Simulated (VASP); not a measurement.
Set up this calculation in VASP 6.6.1, as the native input.

| Property | Result |
| --- | --- |
| Task | single point |
| Functional | LDA |
| Potentials or basis | VASP PAW LDA potentials, release 64 (Zn) |
| Cutoff | 520 eV |
| k mesh | 13 × 13 × 13 |
| Occupations | fermi-dirac, width 0.1 eV |
| Spin | no spin polarisation |
| Dipole correction | no |
| Further INCAR settings | ALGO = Normal; EDIFF = 1e-06; NBANDS = 12 |

The structure of Zn lies in POSCAR:

```
Zn
1.0
    0.0000000000      1.9246711947      1.9246711947
    1.9246711947      0.0000000000      1.9246711947
    1.9246711947      1.9246711947      0.0000000000
Zn
1
Direct
    0.0000000000      0.0000000000      0.0000000000
```

One way to write it, as run:

INCAR

```
PREC = Accurate
ENCUT = 520
EDIFF = 1E-6
ISMEAR = -1
SIGMA = 0.1
LREAL = False
LASPH = True
NELM = 60
ALGO = Normal
ISIF = 2
LWAVE = False
LCHARG = False
NBANDS = 12
```

KPOINTS

```
regular mesh
0
Gamma
  13 13 13
```

Potentials or basis: VASP PAW LDA potentials, release 64 (Zn).

Command:

```bash
$ cat potpaw_LDA.64/Zn/POTCAR > POTCAR
$ mpirun -np 1 vasp_std > vasp.out
```

It gave:

* Pressure: -4.0 GPa
* Band gap on the k mesh: zero (band 6 reaches 4.40 eV, above the bottom of band 7 at 2.18 eV)

Run time: 6.1 s on 1 thread of Intel Xeon 6975P-C, with other jobs on the host, peak memory 0.12 GiB.
